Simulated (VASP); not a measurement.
Write the native input for VASP 6.6.1 that does the following.

| Item | Value |
| --- | --- |
| Task | single point |
| Functional | PBE |
| Potentials or basis | VASP PAW PBE potentials, release 64 (W_sv, C) |
| Cutoff | 520 eV |
| k mesh | 8 × 8 × 1 |
| Occupations | gaussian, width 0.1 eV |
| Spin | no spin polarisation |
| Dipole correction | yes |
| Further INCAR settings | ALGO = Normal; EDIFF = 1e-06; NBANDS = 38 |

The structure of W4C lies in POSCAR:

```
W4C
1.0
    3.1836991688      0.0000000000      0.0000000000
    0.0000000000      3.1836991688      0.0000000000
    0.0000000000      0.0000000000     20.1425775749
W C
4 1
Direct
    0.5000000000      0.5000000000      0.1985843165
    0.0000000000      0.0000000000      0.2776134069
    0.5000000000      0.5000000000      0.3599451800
    0.0000000000      0.0000000000      0.4290700901
    0.5000000000      0.5000000000      0.4608356463
```

The input as run:

INCAR

```
PREC = Accurate
ENCUT = 520
EDIFF = 1E-6
ISMEAR = 0
SIGMA = 0.1
LREAL = False
LASPH = True
NELM = 100
ALGO = Normal
ISIF = 2
LWAVE = False
LCHARG = False
LDIPOL = True
IDIPOL = 3
DIPOL = 0.5 0.5 0.345
GGA = PE
NBANDS = 38
```

KPOINTS

```
Automatic mesh
0
Gamma
  8 8 1
```

Potentials or basis: VASP PAW PBE potentials, release 64 (W_sv, C).

Run with:

```bash
$ cat potpaw_PBE.64/W_sv/POTCAR potpaw_PBE.64/C/POTCAR > POTCAR
$ mpirun -np 1 vasp_std > vasp.out
```

It gave:

```
Largest force          : 6.137 eV/Å
Band gap on the k mesh : zero (bands 30 and 31 overlap by 1.71 eV)
```

Caveat: spin-orbit coupling is left out, which moves the levels of the heavy elements.

Run time: 5.4 min on 1 thread of Intel Xeon 8259CL, with other jobs on the host, peak memory 0.33 GiB.
